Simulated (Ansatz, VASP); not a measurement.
# KZnF3: VASP beside Ansatz

File INCAR:

```
ALGO = Normal
EDIFF = 1E-6
ENCUT = 600
GGA = PS
GGA_COMPAT = False
ISIF = 2
ISMEAR = -4
ISPIN = 2
LASPH = True
LCHARG = False
LORBIT = 11
LREAL = False
LWAVE = False
MAGMOM = 0 0 0 0 0
NBANDS = 33
NELM = 200
PREC = Accurate
SIGMA = 0.1
```

KPOINTS

```
k-points
0
Gamma
  2 2 2
```

Contents of POSCAR:

```
KZnF3
1.0
    4.0474167900      0.0000000000      0.0000000000
    0.0000000000      4.0474167900      0.0000000000
    0.0000000000      0.0000000000      4.0474167900
K Zn F
1 1 3
Direct
    0.0000000000      0.0000000000      0.0000000000
    0.5000000000      0.5000000000      0.5000000000
    0.0000000000      0.5000000000      0.5000000000
    0.5000000000      0.0000000000      0.5000000000
    0.5000000000      0.5000000000      0.0000000000
```

Input for Ansatz:

```yaml
crystal:
  lattice:
    - [4.04741679, 0.0, 0.0]
    - [0.0, 4.04741679, 0.0]
    - [0.0, 0.0, 4.04741679]
  atoms:
    - { symbol: K, position: [0.0, 0.0, 0.0] }
    - { symbol: Zn, position: [0.5, 0.5, 0.5] }
    - { symbol: F, position: [0.0, 0.5, 0.5] }
    - { symbol: F, position: [0.5, 0.0, 0.5] }
    - { symbol: F, position: [0.5, 0.5, 0.0] }
  symmetry: { tolerance: 0.01 }
basis:
  ecutwfc: 420
kpoints:
  mp_grid: { grid: [2, 2, 2] }
hamiltonian:
  xc: pbesol
scf:
  occupations: { method: tetrahedron_uncorrected }
  n_extra_bands: 5
  max_iter: 30
  convergence: { dr2_threshold: "1e-6 eV" }
output:
  forces: true
  stress: true
  eigenvalues: true
magnetization:
  spin_polarized: true
  initial_magnetization: 3.0
```

Alike in both runs: task single point; functional PBEsol; k mesh 2 × 2 × 2; collinear spin.

```csv
,VASP,Ansatz
version,VASP 6.6.1,Ansatz 0.2.0
potentials or method,"VASP PAW PBE potentials, release 64 (K_sv, Zn, F), cutoff 600 eV","scalar-relativistic, plane waves, PAW"
occupations,tetrahedron,tetrahedron-uncorrected
valence electrons in the cell,42,42
```

```tsv
	VASP	Ansatz	Ansatz less VASP
gap on the k mesh at the Fermi level (eV)	3.65	3.72	+0.072
least direct gap on the mesh (eV)	5.50	5.54	+0.041
pressure (GPa)	0.6	0.4	-0.29
net moment per atom (μB)	0.00	0.00	0.000
```

VASP's potentials were made for PBE, not for PBEsol. Ansatz's warnings: band table not solved further, force scf threshold loose, moment headroom below auto, seeded moment not kept, stress scf threshold loose.

The k mesh is coarse, so the values compare programs but aren't converged.
